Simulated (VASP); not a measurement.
# GeBiO4 (Cmmm) in VASP: relaxation of cell and atoms with PBE

Aim: the relaxation of cell and atoms of GeBiO4 with PBE.

Everything below comes from runs of VASP 6.6.1. Logs are shortened: lines on timing, memory, paths and dates and some standing lists are left out, and cuts for length are marked.

## 1. The cell of the first run

Symmetry: Cmmm, No. 65, orthorhombic system. Conventional cell: a = 5.319 Å, b = 5.872 Å, c = 4.760 Å, α = 90.00°, β = 90.00°, γ = 90.00°. Ge (site symmetry mmm) has 8 O at 1.98 to 2.53 Å within 2.6 Å. Bi (site symmetry mmm) has 6 O at 2.08 to 2.79 Å within 2.8 Å. O (site symmetry m2m) has 1 O at 1.71 Å and 1 Bi at 2.08 Å within 2.3 Å. O (site symmetry 2/m) has 2 Ge at 1.98 Å and 6 O at 2.66 to 2.79 Å within 2.8 Å.

The cell was generated, and may not be a known phase.

## 2. Relaxation of cell and atoms, PBE

The input, INCAR:

```
SYSTEM = GeBiO4
ALGO = Normal ; EDIFF = 1E-6
EDIFFG = -0.01 ; ENCUT = 600
GGA = PE ; IBRION = 2
ISIF = 3 ; ISMEAR = 0
LASPH = .TRUE. ; LCHARG = .FALSE.
LREAL = .FALSE. ; LWAVE = .FALSE.
NELM = 60 ; NSW = 100
PREC = Accurate ; SIGMA = 0.1
```

The input, KPOINTS:

```
k-points
0
G
  10 10 8
  0 0 0
```

The input, POSCAR:

```
GeBiO4
1.0
    2.6595389096     -2.9359471667      0.0000000000
    2.6595389096      2.9359471667      0.0000000000
    0.0000000000      0.0000000000      4.7596892809
Ge Bi O
1 1 4
Direct
    0.0000000000      0.0000000000      0.5000000000
    0.5000000000      0.5000000000      0.0000000000
    0.1453234269      0.8546765731      0.0000000000
    0.8546765731      0.1453234269      0.0000000000
    0.0000000000      0.5000000000      0.5000000000
    0.5000000000      0.0000000000      0.5000000000
```

Potentials or basis: VASP PAW PBE potentials, release 64 (Ge_d, Bi_d, O).

Launch:

```bash
$ cat potpaw_PBE.64/Ge_d/POTCAR potpaw_PBE.64/Bi_d/POTCAR potpaw_PBE.64/O/POTCAR > POTCAR
$ mpirun -np 1 vasp_std > vasp.out
```

OUTCAR:

```text
SYSTEM = GeBiO4
   EDIFF = 1E-6
   EDIFFG = -0.01
   ENCUT = 600
   GGA = PE
   IBRION = 2
   ISIF = 3
   ISMEAR = 0
   LASPH = .TRUE.
   LREAL = .FALSE.
   NELM = 60
   NSW = 100
   PREC = Accurate

 ion  position               nearest neighbor table
   1  0.000  0.000  0.500-   5 1.98   6 1.98   5 1.98   6 1.98
   2  0.500  0.500  0.000-   3 2.08   4 2.08   3 2.79   4 2.79   3 2.79   4 2.79
   3  0.145  0.855  0.000-   4 1.71   2 2.08   2 2.79   2 2.79
   4  0.855  0.145  0.000-   3 1.71   2 2.08   2 2.79   2 2.79
   5  0.000  0.500  0.500-   1 1.98   1 1.98
   6  0.500  0.000  0.500-   1 1.98   1 1.98

  LATTYP: Found a base centered orthorhombic cell.
 ALAT       =     5.3190778192
 B/A-ratio  =     1.1039308942
 C/A-ratio  =     0.8948335487

  Lattice vectors:

 A1 = (   2.6595389096,  -2.9359471667,   0.0000000000)
 A2 = (   2.6595389096,   2.9359471667,   0.0000000000)
 A3 = (   0.0000000000,   0.0000000000,   4.7596892809)

Analysis of symmetry for initial positions (statically):
=====================================================================
 Subroutine PRICEL returns:
 Original cell was already a primitive cell.

 Routine SETGRP: Setting up the symmetry group for a
 base centered orthorhombic supercell.

 Subroutine GETGRP returns: Found  8 space group operations
 (whereof  8 operations were pure point group operations)
 out of a pool of  8 trial point group operations.

The static configuration has the point symmetry D_2h.

Analysis of symmetry for dynamics (positions and initial velocities):
=====================================================================
 Subroutine PRICEL returns:
 Original cell was already a primitive cell.

 Routine SETGRP: Setting up the symmetry group for a
 base centered orthorhombic supercell.

 Subroutine GETGRP returns: Found  8 space group operations
 (whereof  8 operations were pure point group operations)
 out of a pool of  8 trial point group operations.

The dynamic configuration has the point symmetry D_2h.

 Subroutine INISYM returns: Found  8 space group operations
 (whereof  8 operations are pure point group operations),
 and found     1 'primitive' translations

----------------------------------------------------------------------------------------

                                     Primitive cell

  volume of cell :      74.3298

  direct lattice vectors                    reciprocal lattice vectors
[... 104 lines left out ...]
   TEBEG  =    0.0;   TEEND  =   0.0 temperature during run
   PSTRESS=    0.0 pullay stress
   NELECT =      53.0000    total number of electrons
   NUPDOWN=      -1.0000    fix difference up-down
   EMIN   =  10.00;   EMAX   =-10.00  energy-range for DOS
   EFERMI =   0.00;   METHOD = LEGACY
   ISMEAR =     0;   SIGMA  =   0.10  broadening in eV -4-tet -1-fermi 0-gaus
   EFERMI_NEDOS =   21; number of points for ismear=-14 and -15
   IALGO  =     38    algorithm
   IMIX   =      4    mixing-type and parameters
     AMIX     =   0.40;   BMIX     =  1.00
     AMIX_MAG =   1.60;   BMIX_MAG =  1.00
  volume/ion in A,a.u.               =      12.39        83.60
  Fermi-wavevector in a.u.,A,eV,Ry     =   1.462556  2.763829 29.103800  2.139069
  Thomas-Fermi vector in A             =   2.578755
   LORBIT       =      0    0 simple, 1 ext, 2 COOP (PROOUT), +10 PAW based schemes
   GGA     = PE    functional components
   LHFCALC =     F    Hartree Fock is set to
   AEXX    =    0.0000 exact exchange contribution
   IVDW    =     0    specifies the selected vdW correction
   LEPSILON=     F    determine dielectric tensor
   LRPA    =     F    only Hartree local field effects (RPA)
 conjugate gradient relaxation of ions
 non-spin polarized calculation
 Gauss-broadening in eV      SIGMA  =   0.10
  energy-cutoff  :      600.00
  volume of cell :       74.33
 maximum number of plane-waves:      2504
   NGX = 15   NGY = 15   NGZ = 19

--------------------------------------- Ionic step        1  -------------------------------------------

 number of electron      53.0000007 magnetization

 Free energy of the ion-electron system (eV)
  ---------------------------------------------------
  ext. energy  EPLUGINS =         0.00000000
  ---------------------------------------------------
  free energy    TOTEN  =       -30.43817502 eV

  energy without entropy =      -30.43387043  energy(sigma->0) =      -30.43602273

------------------------ aborting loop because EDIFF is reached ----------------------------------------

  FORCE on cell =-STRESS in cart. coord.  units (eV):
  Direction    XX          YY          ZZ          XY          YZ          ZX
  --------------------------------------------------------------------------------------
  -------------------------------------------------------------------------------------
  Total       -0.5771134      0.8831997     -0.1809693      0.0000000      0.0000000      0.0000000
  in kB      -12.4396622     19.0373427     -3.9007870      0.0000000      0.0000000      0.0000000
  external PRESSURE =       0.8989645 kB  Pullay stress =       0.0000000 kB
[... 227 lines left out ...]
--------------------------------------- Ionic step        7  -------------------------------------------

 number of electron      53.0000015 magnetization

 Free energy of the ion-electron system (eV)
  ---------------------------------------------------
  ext. energy  EPLUGINS =         0.00000000
  ---------------------------------------------------
  free energy    TOTEN  =       -30.44561655 eV

  energy without entropy =      -30.44269208  energy(sigma->0) =      -30.44415431

 E-fermi :   6.1999     XC(G=0): -11.3550

 val. band max:        6.1952595679   @ k =  -0.2000   0.1000   0.5000
 cond. band min:       6.2315374787   @ k =  -0.2000   0.1000   0.3750
 fundamental gap:      0.0362779108
 Fermi energy:         6.1999301340

 k-point     1 :       0.0000    0.0000    0.0000
  band No.  band energies     occupation
      1     -18.9927      2.00000
      2     -18.9040      2.00000
      3     -18.8995      2.00000
      4     -18.8420      2.00000
      5     -18.7229      2.00000
      6     -17.6203      2.00000
[... 805 lines left out ...]
     30       9.5772      0.00000
     31      12.0780      0.00000

 [... further k-points ...]

------------------------ aborting loop because EDIFF is reached ----------------------------------------

  FORCE on cell =-STRESS in cart. coord.  units (eV):
  Direction    XX          YY          ZZ          XY          YZ          ZX
  --------------------------------------------------------------------------------------
  -------------------------------------------------------------------------------------
  Total       -0.0168085      0.0583601      0.0544740      0.0000000      0.0000000      0.0000000
  in kB       -0.3641085      1.2642081      1.1800261      0.0000000      0.0000000      0.0000000
  external PRESSURE =       0.6933752 kB  Pullay stress =       0.0000000 kB
[... 21 lines left out ...]
  FREE ENERGIE OF THE ION-ELECTRON SYSTEM (eV)
  ---------------------------------------------------
  free  energy   TOTEN  =       -30.4456165473 eV

  energy  without entropy=      -30.4426920799  energy(sigma->0) =      -30.44415431

 reached required accuracy - stopping structural energy minimisation
```

Wall time 22 min (1 thread of Intel Xeon 8259CL, shared host); peak memory 0.51 GiB.

Results:

* Free energy: -30.4456 eV
* Relaxed volume: 12.33 Å³/atom
* Relaxed cell: a = 3.958 Å, b = 3.958 Å, c = 4.750 Å, α = 90.00°, β = 90.00°, γ = 96.29°
* Space group after relaxing (to 0.1 Å): Cmmm (No. 65)
* Energy gained by relaxing: 1.2 meV/atom
* Ionic steps: 7
* Pressure after relaxing: 0.1 GPa
* Largest force after relaxing: 0.004 eV/Å
* Band gap on the k mesh: zero (an odd number of electrons rules out a gap without spin polarisation)

Forces on the atoms (eV/Å):
```
Ge   0.000  0.000  0.000
Bi   0.000  0.000  0.000
O    0.000 -0.004  0.000
O    0.000  0.004  0.000
O    0.000  0.000  0.000
O    0.000  0.000  0.000
```

Step by step:
```csv
step,energy change (eV),largest force (eV/Å),pressure (GPa),volume (Å³)
1,0.0000,0.2818,0.09,74.33
2,-0.0054,0.0897,-1.00,74.40
3,-0.0063,0.0210,-0.73,74.38
4,-0.0071,0.0737,0.32,73.83
5,-0.0073,0.0428,-0.01,74.00
6,-0.0073,0.0410,-0.04,74.01
7,-0.0074,0.0041,0.07,73.96
```

Final structure:
```cif
data_structure
_symmetry_space_group_name_H-M 'P 1'
_symmetry_Int_Tables_number 1
_cell_length_a 3.9580
_cell_length_b 3.9580
_cell_length_c 4.7498
_cell_angle_alpha 90.000
_cell_angle_beta 90.000
_cell_angle_gamma 96.289
_cell_volume 73.96
loop_
_atom_site_label
_atom_site_type_symbol
_atom_site_fract_x
_atom_site_fract_y
_atom_site_fract_z
_atom_site_occupancy
Ge1 Ge 0.00000 0.00000 0.50000 1
Bi1 Bi 0.50000 0.50000 0.00000 1
O1 O 0.14712 0.85288 0.00000 1
O2 O 0.85288 0.14712 0.00000 1
O3 O 0.00000 0.50000 0.50000 1
O4 O 0.50000 0.00000 0.50000 1
```

Levels at points of the mesh, in eV from the Fermi level:
| k point | band 23 | band 24 | band 25 | band 26 | band 27 | band 28 | band 29 | band 30 |
| --- | --- | --- | --- | --- | --- | --- | --- | --- |
| (0.00, 0.00, 0.00) | -2.35 | -1.70 | -1.63 | -1.40 | -0.93 | -0.93 | 2.88 | 2.91 |
| (0.50, 0.00, 0.00) | -2.10 | -1.90 | -1.38 | -0.70 | 1.87 | 2.26 | 2.48 | 2.52 |
| (0.50, 0.50, 0.00) | -2.22 | -1.13 | -0.69 | -0.20 | -0.19 | 0.47 | 3.93 | 4.11 |
| (0.00, 0.00, 0.50) | -2.00 | -1.36 | -1.32 | -1.05 | -0.79 | -0.76 | 1.20 | 2.34 |
| (0.50, 0.00, 0.50) | -1.92 | -1.72 | -1.41 | -1.34 | 2.18 | 2.33 | 2.52 | 2.58 |
| (0.50, 0.50, 0.50) | -2.00 | -1.43 | -0.74 | -0.68 | -0.24 | 2.62 | 2.69 | 4.71 |

Caveat: spin-orbit coupling is left out, which moves the levels of the heavy elements; an odd number of electrons without spin polarisation forces a metal; a magnetic or distorted state may lie lower.

The gap in the log of VASP goes by the Fermi energy; the results here count the filled bands.